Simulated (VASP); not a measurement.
# La2SbAs3 (P-6m2) in VASP: further runs, part 2 of 2

VASP 6.6.1. Earlier steps stand in the parts before.

## (3) Single point, PBE

This run uses another cell than the first one, of 26.87 Å³/atom.

INCAR reads:

```
SYSTEM = La2SbAs3
  PREC = Accurate
  ENCUT = 520
  EDIFF = 1E-6
  ISMEAR = 0
  SIGMA = 0.1
  LREAL = .False.
  LASPH = .True.
  NELM = 80
  ALGO = Normal
  ISIF = 2
  LWAVE = .False.
  LCHARG = .True.
  GGA = PE
  LELF = .True.
  LVHAR = .True.
  NBANDS = 30
```

KPOINTS reads:

```
regular mesh
0
Gamma
  6 6 2
  0 0 0
```

POSCAR reads:

```
La2SbAs3
1.0
    4.5297629200      0.0000000000      0.0000000000
   -2.2648814600      3.9228897600      0.0000000000
    0.0000000000      0.0000000000      9.0724491400
La Sb As
2 1 3
Direct
    0.6666666700      0.3333333300      0.2376510100
    0.6666666700      0.3333333300      0.7623489900
    0.0000000000      0.0000000000      0.0000000000
    0.0000000000      0.0000000000      0.5000000000
    0.3333333300      0.6666666700      0.0000000000
    0.3333333300      0.6666666700      0.5000000000
```

Potentials or basis: VASP PAW PBE potentials, release 64 (La, Sb, As).

Command:

```console
$ cat potpaw_PBE.64/La/POTCAR potpaw_PBE.64/Sb/POTCAR potpaw_PBE.64/As/POTCAR > POTCAR
$ mpirun -np 1 vasp_std > vasp.out
```

OUTCAR:

```text
SYSTEM = La2SbAs3
   PREC = Accurate
   ENCUT = 520
   EDIFF = 1E-6
   ISMEAR = 0
   LREAL = .False.
   LASPH = .True.
   NELM = 80
   ISIF = 2
   GGA = PE

 ion  position               nearest neighbor table
   1  0.667  0.333  0.238-   3 3.39   3 3.39   3 3.39
   2  0.667  0.333  0.762-   3 3.39   3 3.39   3 3.39
   3  0.000  0.000  0.000-   5 2.62   5 2.62   5 2.62   1 3.39   2 3.39   2 3.39   1 3.39   2 3.39
                             1 3.39
   4  0.000  0.000  0.500-   6 2.62   6 2.62   6 2.62
   5  0.333  0.667  0.000-   3 2.62   3 2.62   3 2.62
   6  0.333  0.667  0.500-   4 2.62   4 2.62   4 2.62

  LATTYP: Found a hexagonal cell.
 ALAT       =     4.5297629200
 C/A-ratio  =     2.0028529749

  Lattice vectors:

 A1 = (   4.5297629200,   0.0000000000,   0.0000000000)
 A2 = (  -2.2648814600,   3.9228897600,   0.0000000000)
 A3 = (   0.0000000000,   0.0000000000,   9.0724491400)

Analysis of symmetry for initial positions (statically):
=====================================================================
 Subroutine PRICEL returns:
 Original cell was already a primitive cell.

 Routine SETGRP: Setting up the symmetry group for a
 hexagonal supercell.

 Subroutine GETGRP returns: Found 12 space group operations
 (whereof 12 operations were pure point group operations)
 out of a pool of 24 trial point group operations.

The static configuration has the point symmetry D_3h.

Analysis of symmetry for dynamics (positions and initial velocities):
=====================================================================
 Subroutine PRICEL returns:
 Original cell was already a primitive cell.

 Routine SETGRP: Setting up the symmetry group for a
 hexagonal supercell.

 Subroutine GETGRP returns: Found 12 space group operations
 (whereof 12 operations were pure point group operations)
 out of a pool of 24 trial point group operations.

The dynamic configuration has the point symmetry D_3h.

 Subroutine INISYM returns: Found 12 space group operations
 (whereof 12 operations are pure point group operations),
 and found     1 'primitive' translations

----------------------------------------------------------------------------------------

                                     Primitive cell

  volume of cell :     161.2152

  direct lattice vectors                    reciprocal lattice vectors
     4.529762920  0.000000000  0.000000000     0.220762106  0.127457061  0.000000000
    -2.264881460  3.922889760  0.000000000     0.000000000  0.254914122  0.000000000
     0.000000000  0.000000000  9.072449140     0.000000000  0.000000000  0.110223820

  length of vectors
     4.529762920  4.529762918  9.072449140     0.254914122  0.254914122  0.110223820

  position of ions in fractional coordinates (direct lattice)
     0.666666670  0.333333330  0.237651010
     0.666666670  0.333333330  0.762348990
     0.000000000  0.000000000  0.000000000
     0.000000000  0.000000000  0.500000000
     0.333333330  0.666666670  0.000000000
     0.333333330  0.666666670  0.500000000

  ion indices of the primitive-cell ions
   primitive index   ion index
                 1           1
[... 37 lines left out ...]
  0.500000  0.000000  0.000000      3.000000
  0.166667  0.166667  0.000000      6.000000
  0.333333  0.166667  0.000000     12.000000
  0.333333  0.333333  0.000000      2.000000
  0.000000  0.000000  0.500000      1.000000
  0.166667  0.000000  0.500000      6.000000
  0.333333  0.000000  0.500000      6.000000
  0.500000  0.000000  0.500000      3.000000
  0.166667  0.166667  0.500000      6.000000
  0.333333  0.166667  0.500000     12.000000
  0.333333  0.333333  0.500000      2.000000
   k-points           NKPTS =     14   k-points in BZ     NKDIM =     14   number of bands    NBANDS=     30
   number of dos      NEDOS =    301   number of ions     NIONS =      6
   total plane-waves  NPLWV =  90720
   dimension x,y,z NGX =    36 NGY =   36 NGZ =   70
   dimension x,y,z NGXF=    72 NGYF=   72 NGZF=  140
   ions per type =               2   1   3
   NGX,Y,Z   is equivalent  to a cutoff of  13.21, 13.21, 12.83 a.u.
   NGXF,Y,Z  is equivalent  to a cutoff of  26.42, 26.42, 25.65 a.u.
 SYSTEM =  La2SbAs3
   PREC   = accura    normal or accurate (medium, high low for compatibility)
   ISTART =      0    job   : 0-new  1-cont  2-samecut
   ICHARG =      2    charge: 1-file 2-atom 10-const
   ISPIN  =      1    spin polarized calculation?
   LNONCOLLINEAR =      F non collinear calculations
   LSORBIT =      F    spin-orbit coupling
   LASPH  =      T    aspherical Exc in radial PAW
   ENCUT  =  520.0 eV  38.22 Ry    6.18 a.u.   8.42  8.42 16.87*2*pi/ulx,y,z
   NELM   =     80;   NELMIN=  2; NELMDL= -5     # of ELM steps
   EDIFF  = 0.1E-05   stopping-criterion for ELM
   LREAL  =      F    real-space projection
   EDIFFG = 0.1E-04   stopping-criterion for IOM
   NSW    =      0    number of steps for IOM
   IBRION =     -1    ionic relax: 0-MD 1-quasi-New 2-CG
   NFREE  =      0    steps in history (QN), initial steepest desc. (CG)
   ISIF   =      2    stress and relaxation
   ISYM   =      2    0-nonsym 1-usesym 2-fastsym
   POTIM  = 0.5000    time-step for ionic-motion
   TEBEG  =    0.0;   TEEND  =   0.0 temperature during run
   PSTRESS=    0.0 pullay stress
   NELECT =      42.0000    total number of electrons
   NUPDOWN=      -1.0000    fix difference up-down
   EMIN   =  10.00;   EMAX   =-10.00  energy-range for DOS
   EFERMI =   0.00;   METHOD = LEGACY
   ISMEAR =     0;   SIGMA  =   0.10  broadening in eV -4-tet -1-fermi 0-gaus
   EFERMI_NEDOS =   21; number of points for ismear=-14 and -15
   IALGO  =     38    algorithm
   IMIX   =      4    mixing-type and parameters
     AMIX     =   0.40;   BMIX     =  1.00
     AMIX_MAG =   1.60;   BMIX_MAG =  1.00
  volume/ion in A,a.u.               =      26.87       181.32
  Fermi-wavevector in a.u.,A,eV,Ry     =   1.045577  1.975853 14.874305  1.093231
  Thomas-Fermi vector in A             =   2.180378
   LORBIT       =      0    0 simple, 1 ext, 2 COOP (PROOUT), +10 PAW based schemes
   GGA     = PE    functional components
   LHFCALC =     F    Hartree Fock is set to
   AEXX    =    0.0000 exact exchange contribution
   IVDW    =     0    specifies the selected vdW correction
   LEPSILON=     F    determine dielectric tensor
   LRPA    =     F    only Hartree local field effects (RPA)
 non-spin polarized calculation
 Gauss-broadening in eV      SIGMA  =   0.10
  energy-cutoff  :      520.00
  volume of cell :      161.22
 maximum number of plane-waves:      4414
 NGX is ok and might be reduce to    36
   NGX = 17   NGY = 17   NGZ = 33

 number of electron      41.9999997 magnetization

 Free energy of the ion-electron system (eV)
  ---------------------------------------------------
  ext. energy  EPLUGINS =         0.00000000
  ---------------------------------------------------
  free energy    TOTEN  =       -31.82707869 eV

  energy without entropy =      -31.80663214  energy(sigma->0) =      -31.81685542

 E-fermi :   7.6258     XC(G=0):  -9.8901

 val. band max:        7.6066581123   @ k =   0.1667   0.0000   0.0000
 cond. band min:       7.6410022612   @ k =   0.0000   0.0000   0.0000
 fundamental gap:      0.0343441489
 Fermi energy:         7.6257847968

 k-point     1 :       0.0000    0.0000    0.0000
  band No.  band energies     occupation
      1     -25.7583      2.00000
      2     -25.7487      2.00000
      3      -9.8032      2.00000
      4      -9.4274      2.00000
      5      -9.3945      2.00000
      6      -9.3945      2.00000
[... 451 lines left out ...]
     29       9.0263      0.00000
     30       9.0537      0.00000

------------------------ aborting loop because EDIFF is reached ----------------------------------------

  FORCE on cell =-STRESS in cart. coord.  units (eV):
  Direction    XX          YY          ZZ          XY          YZ          ZX
  --------------------------------------------------------------------------------------
  -------------------------------------------------------------------------------------
  Total        5.1860324      5.1860324     -7.3406039      0.0000000      0.0000000     -0.0000000
  in kB       51.5394391     51.5394391    -72.9518406      0.0000000      0.0000000     -0.0000000
  external PRESSURE =      10.0423458 kB  Pullay stress =       0.0000000 kB

 VOLUME and BASIS-vectors are now :
 -----------------------------------------------------------------------------
  energy-cutoff  :      520.00
  volume of cell :      161.22
      direct lattice vectors                 reciprocal lattice vectors
     4.529762920  0.000000000  0.000000000     0.220762106  0.127457061  0.000000000
    -2.264881460  3.922889760  0.000000000     0.000000000  0.254914122  0.000000000
     0.000000000  0.000000000  9.072449140     0.000000000  0.000000000  0.110223820

 POSITION                                       TOTAL-FORCE (eV/Angst)
 -----------------------------------------------------------------------------------
      2.26488      1.30763      2.15608         0.000000      0.000000      0.840411
      2.26488      1.30763      6.91637         0.000000     -0.000000     -0.840411
      0.00000      0.00000      0.00000        -0.000000      0.000000      0.000000
      0.00000      0.00000      4.53622        -0.000000      0.000000      0.000000
     -0.00000      2.61526      0.00000        -0.000000      0.000000      0.000000
     -0.00000      2.61526      4.53622        -0.000000      0.000000      0.000000
 -----------------------------------------------------------------------------------
    total drift:                               -0.000052      0.000030      0.000000

  FREE ENERGIE OF THE ION-ELECTRON SYSTEM (eV)
  ---------------------------------------------------
  free  energy   TOTEN  =       -31.8270786878 eV

  energy  without entropy=      -31.8066321432  energy(sigma->0) =      -31.81685542
```

Wall time 2.2 min (1 thread of Oxide Virtual Turin-like, shared host); peak memory 0.3 GiB.

What came out:

| Quantity | Value |
| --- | --- |
| Free energy | -31.8271 eV |
| Pressure | 1.0 GPa |
| Largest force | 0.840 eV/Å |
| Band gap on the k mesh | zero (bands 21 and 22 overlap by 1.82 eV) |

Forces on the atoms (eV/Å):
```
La   0.000  0.000  0.840
La   0.000  0.000 -0.840
Sb   0.000  0.000  0.000
As   0.000  0.000  0.000
As   0.000  0.000  0.000
As   0.000  0.000  0.000
```

Levels at points of the mesh, in eV from the Fermi level:
| k point | band 18 | band 19 | band 20 | band 21 | band 22 | band 23 | band 24 | band 25 |
| --- | --- | --- | --- | --- | --- | --- | --- | --- |
| (0.00, 0.00, 0.00) | -3.22 | -1.44 | -1.44 | -1.17 | -0.08 | 0.02 | 0.02 | 0.49 |
| (0.50, 0.00, 0.00) | -3.07 | -2.18 | -0.97 | 0.67 | 1.08 | 1.28 | 1.30 | 1.32 |
| (0.00, 0.00, 0.50) | -3.83 | -1.15 | -1.15 | -0.57 | -0.57 | -0.20 | 0.29 | 0.60 |
| (0.50, 0.00, 0.50) | -2.79 | -2.71 | -2.19 | 1.25 | 1.28 | 1.28 | 1.29 | 1.32 |

Caveat: the stress differs along the axes, from -7 to 5 GPa; spin-orbit coupling is left out, which moves the levels of the heavy elements.

## (4) Single point, PBE

This run uses another cell than the first one, of 26.26 Å³/atom.

INCAR reads:

```
PREC = Accurate ; ENCUT = 520
EDIFF = 1E-6 ; ISMEAR = 0
SIGMA = 0.1 ; LREAL = False
LASPH = True ; NELM = 80
ALGO = Fast ; ISIF = 2
LWAVE = False ; LCHARG = False
GGA = PE ; NBANDS = 30
```

KPOINTS reads:

```
Automatic mesh
0
Gamma
  12 12 6
```

POSCAR reads:

```
La2SbAs3
1.0
    4.7089912517      0.0000000000      0.0000000000
   -2.3544956258      4.0781060502      0.0000000000
    0.0000000000      0.0000000000      8.2058724150
La Sb As
2 1 3
Direct
    0.6666666667      0.3333333333      0.2643181581
    0.6666666667      0.3333333333      0.7356818419
    0.0000000000      0.0000000000      0.0000000000
    0.0000000000      0.0000000000      0.5000000000
    0.3333333333      0.6666666667      0.0000000000
    0.3333333333      0.6666666667      0.5000000000
```

Command:

```console
$ cat potpaw_PBE.64/La/POTCAR potpaw_PBE.64/Sb/POTCAR potpaw_PBE.64/As/POTCAR > POTCAR
$ mpirun -np 1 vasp_std > vasp.out
```

It took 35 min on 1 thread of Oxide Virtual Turin-like, shared host; peak memory 0.54 GiB.

The run converged. Its results:

```
Free energy            : -32.6504 eV
Pressure               : 0.0 GPa
Band gap on the k mesh : zero (bands 21 and 22 overlap by 2.12 eV)
```

Forces on the atoms (eV/Å):
```
La   0.000  0.000  0.002
La   0.000  0.000 -0.002
Sb   0.000  0.000  0.000
As   0.000  0.000  0.000
As   0.000  0.000  0.000
As   0.000  0.000  0.000
```

Levels at points of the mesh, in eV from the Fermi level:
```
           k point  band 18  band 19  band 20  band 21  band 22  band 23  band 24  band 25
(0.00, 0.00, 0.00)    -2.19    -1.67    -1.67    -0.79    -0.37     0.04     0.04     0.66
(0.50, 0.00, 0.00)    -2.19    -1.88    -0.25     1.08     1.16     1.22     1.53     1.57
(0.00, 0.00, 0.50)    -3.94    -1.13    -1.13    -0.89    -0.89     0.37     0.48     0.73
(0.50, 0.00, 0.50)    -2.55    -2.13    -2.10     1.23     1.39     1.42     1.46     1.49
```

Caveat: spin-orbit coupling is left out, which moves the levels of the heavy elements.

## (5) Summary

```csv
cell,k mesh,gap on the mesh (eV),pressure (GPa),largest force (eV/Å)
"a = 4.723, b = 4.723, c = 8.132 Å, angles 90.0, 90.0, 120.0°, 6 atoms, atomic positions A",6 × 6 × 2,none,-0.1,0.02
"a = 4.530, b = 4.530, c = 9.072 Å, angles 90.0, 90.0, 120.0°, 6 atoms, atomic positions B",6 × 6 × 2,none,1.0,0.84
"a = 4.709, b = 4.709, c = 8.206 Å, angles 90.0, 90.0, 120.0°, 6 atoms, atomic positions C",12 × 12 × 6,none,0.0,-
```

Alike in all rows: task single point; level PBE; potentials or basis VASP PAW PBE potentials, release 64 (La, Sb, As); no spin polarisation; cutoff (eV) 520; smearing gaussian 0.1 eV.

Caveats: some runs use coarse meshes; spin-orbit coupling is left out, which moves the levels of the heavy elements; the stress differs along the axes, from -7 to 5 GPa (at least some runs).

Total energies depend on the potentials used, so only differences within one code and one set of settings carry meaning.

The gap in the log of VASP goes by the Fermi energy; the results here count the filled bands.